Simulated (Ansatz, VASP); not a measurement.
## One calculation of BN, two programs

```
CELL_PARAMETERS angstrom
0.00000 1.81300 1.81300
1.81300 0.00000 1.81300
1.81300 1.81300 0.00000
ATOMIC_POSITIONS crystal
N 0.25000 0.25000 0.25000
B 0.00000 0.00000 0.00000
```

Alike in both runs: task relaxation of cell and atoms; functional revPBE; dispersion D3(BJ); k mesh 13 × 13 × 13; occupations fermi-dirac, width 0.05 eV; no spin polarisation.

|  | VASP | Ansatz |
| --- | --- | --- |
| version | VASP 6.6.1 | Ansatz 0.2.0 |
| potentials or method | VASP PAW PBE potentials, release 64 (N, B), cutoff 600 eV | all-electron LAPW, scalar-relativistic |

```tsv
	VASP	Ansatz	Ansatz less VASP
relaxed volume (Å³/atom)	5.84	5.84	-0.001
relaxed cell length with the largest relative difference (Å)	2.547	2.547	-0.0002
```

VASP's potentials were made for PBE, not for revPBE. Ansatz ran all-electron here, and VASP with PAW potentials.
